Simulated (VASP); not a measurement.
Here is a VASP 6.6.1 calculation.

Contents of INCAR:

```
PREC = Accurate
ENCUT = 520
EDIFF = 1E-6
ISMEAR = -1
SIGMA = 0.06122561905347299
LREAL = F
LASPH = T
NELM = 80
ALGO = Normal
ISIF = 2
LWAVE = F
LCHARG = F
GGA = PE
NBANDS = 12
```

KPOINTS

```
Automatic mesh
0
Gamma
  46 46 46
```

Contents of POSCAR:

```
Au
1.0
   -1.6839603692      1.6839603692      1.6839603692
    1.6839603692     -1.6839603692      1.6839603692
    1.6839603692      1.6839603692     -1.6839603692
Au
1
Direct
    0.0000000000      0.0000000000      0.0000000000
```

Potentials or basis: VASP PAW PBE potentials, release 64 (Au).

Run with:

```bash
$ cat potpaw_PBE.64/Au/POTCAR > POTCAR
$ mpirun -np 1 vasp_std > vasp.out
```

Task: Estimate the band gap on the k mesh.

Result: Zero (an odd number of electrons rules out a gap without spin polarisation).

Task: What does it give for the pressure?

Result: -6.8 GPa.

Caveat: the cell stands under tension; spin-orbit coupling is left out, which moves the levels of the heavy elements.
